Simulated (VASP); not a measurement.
Crystal: LiBr.

```
Li Br
1.0
     0.00000    2.73957    2.73957
     2.73957    0.00000    2.73957
     2.73957    2.73957    0.00000
Li Br
1 1
Direct
  0.00000 0.00000 0.00000
  0.50000 0.50000 0.50000
```

Base run:

| Quantity | Value |
| --- | --- |
| Program | VASP 6.6.1 |
| Functional | HSE06 |
| Potentials or basis | VASP PAW PBE potentials, release 64 (Li_sv, Br) |
| Cutoff | 650 eV |
| k mesh | 6 × 6 × 6 |
| Occupations | gaussian, width 0.01 eV |
| Spin | no spin polarisation |

Its results: band gap on the k mesh 6.21 eV; pressure -0.2 GPa.

Question: The run is repeated on the same cell with these changes: functional from HSE06 to r2SCAN; cutoff from 650 eV to 830 eV. What comes out?

Answer: Band gap on the k mesh 5.93 eV; pressure -0.4 GPa.

Caveats: the PAW data sets were made with another functional, which shifts forces and pressure a little.

A k mesh can miss the band edges.
